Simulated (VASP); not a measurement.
**Al2BiB4: single point with PBE**

Crystal: Al2BiB4.

```
Al B Bi
1.0
     5.21573    0.00000    0.00000
     0.00000    5.21573    0.00000
     0.00000    0.00000    3.41820
Al B Bi
2 4 1
Cartesian
  2.6079 0.0000 1.7091
  0.0000 2.6079 1.7091
  1.7601 1.7601 0.0000
  3.4557 1.7601 0.0000
  3.4557 3.4557 0.0000
  1.7601 3.4557 0.0000
  0.0000 0.0000 0.0000
```

```
Program             : VASP 6.6.1
Task                : single point
Functional          : PBE
Potentials or basis : VASP PAW PBE potentials, release 64 (Al, B, Bi_d)
Cutoff              : 520 eV
k mesh              : 4 × 4 × 6
Occupations         : gaussian, width 0.1 eV
Spin                : no spin polarisation
```

| Item | Value |
| --- | --- |
| Pressure | -0.1 GPa |
| Largest force | 0.012 eV/Å |
| Band gap on the k mesh | zero (an odd number of electrons rules out a gap without spin polarisation) |

Forces on the atoms (eV/Å):
```
Al   0.000  0.000  0.000
Al   0.000  0.000  0.000
B   -0.009 -0.009  0.000
B    0.009 -0.009  0.000
B    0.009  0.009  0.000
B   -0.009  0.009  0.000
Bi   0.000  0.000  0.000
```

Stress tensor (GPa, compression positive):
```
-0.14  0.00  0.00
 0.00 -0.14  0.00
 0.00  0.00 -0.02
```

Levels at points of the mesh, in eV from the Fermi level:
```
           k point  band 15  band 16  band 17  band 18  band 19  band 20
(0.00, 0.00, 0.00)    -2.55     1.66     1.66     1.73     2.31     2.81
(0.50, 0.00, 0.00)    -0.32     0.52     0.87     1.86     2.16     2.85
(0.50, 0.50, 0.00)    -0.75     0.61     0.61     0.79     0.79     1.03
(0.00, 0.00, 0.50)    -3.04    -3.04    -2.43    -2.07    -1.16     1.58
(0.50, 0.00, 0.50)    -2.53    -1.98    -1.01    -0.87     1.32     2.11
(0.50, 0.50, 0.50)    -2.15    -1.46    -1.46     0.88     2.98     2.98
```

It took 78 s on 1 thread of Intel Xeon 8259CL, on a shared host, peak memory 0.22 GiB.

Caveat: spin-orbit coupling is left out, which moves the levels of the heavy elements.
